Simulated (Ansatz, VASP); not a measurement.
# Two plane-wave programs on SnSe

```
CELL_PARAMETERS angstrom
0.00000 3.38897 3.38897
3.38897 0.00000 3.38897
3.38897 3.38897 0.00000
ATOMIC_POSITIONS crystal
Sn 0.00000 0.00000 0.00000
Se 0.25000 0.25000 0.25000
```

Alike in both runs: functional PBE; k mesh 11 × 11 × 11; occupations fermi-dirac, width 0.05 eV; no spin polarisation.

Ansatz relaxed the structure, and its values are those at the end. VASP's run is a single point on that final structure, the one shown.

|  | VASP | Ansatz |
| --- | --- | --- |
| version | VASP 6.6.1 | Ansatz 0.2.0 |
| potentials or method | VASP PAW PBE potentials, release 64 (Sn_d, Se) | PAW with Ansatz's default frozen-core files, scalar-relativistic |
| plane-wave cutoff (eV) | 500 | 420 |
| valence electrons in the cell | 20 | 30 |

|  | VASP | Ansatz | Ansatz less VASP |
| --- | --- | --- | --- |
| pressure (GPa) | 0.0 | 0.0 | 0.00 |

The functional is the same, so the differences come from potentials, cutoffs and numerics. VASP's potentials hold 20 valence electrons a cell and Ansatz's 30, so a difference there can come from the potentials and not from the codes.
